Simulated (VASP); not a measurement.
Input of a VASP 6.6.1 run:

Contents of POSCAR:

```
MgO
1.0
    3.1923464655      0.0000000000      0.0000000000
   -1.5961732328      2.7646531368      0.0000000000
    0.0000000000      0.0000000000      4.9857333311
Mg O
2 2
Direct
    0.6666666667      0.3333333333      0.7500000000
    0.3333333333      0.6666666667      0.2500000000
    0.6666666667      0.3333333333      0.2500000000
    0.3333333333      0.6666666667      0.7500000000
```

INCAR.step1

```
SYSTEM = MgO
ALGO = Normal
EDIFF = 1E-4
ENCUT = 520
GGA = PE
ISMEAR = 0
LASPH = .True.
LCHARG = .False.
LREAL = .False.
LWAVE = .True.
NBANDS = 16
NELM = 100
PREC = Accurate
SIGMA = 0.05
```

The input INCAR.step2:

```
SYSTEM = MgO
ALGO = Normal
EDIFF = 1E-7
ENCUT = 520
ISIF = 2
ISMEAR = 0
ISTART = 1
LASPH = .True.
LCHARG = .False.
LMIXTAU = .True.
LREAL = .False.
LWAVE = .False.
METAGGA = R2SCAN
NBANDS = 16
NELM = 100
PREC = Accurate
SIGMA = 0.05
```

KPOINTS

```
k-points
0
Gamma
  12 12 6
  0 0 0
```

Potentials or basis: VASP PAW PBE potentials, release 64 (Mg, O).

Run with:

```console
$ cat potpaw_PBE.64/Mg/POTCAR potpaw_PBE.64/O/POTCAR > POTCAR
$ cp INCAR.step1 INCAR
$ mpirun -np 1 vasp_std > vasp.out
$ cp INCAR.step2 INCAR
$ mpirun -np 1 vasp_std > vasp.out
```

What does it give for the pressure?

15.5 GPa.

Estimate the band gap on the k mesh.

4.00 eV.

Stress tensor (GPa, compression positive):
```
 28.77   0.00   0.00
  0.00  28.77   0.00
  0.00   0.00 -11.18
```

Caveat: the stress differs along the axes, from -11 to 29 GPa; the PAW data sets were made with another functional, which shifts forces and pressure a little. A k mesh can miss the band edges.
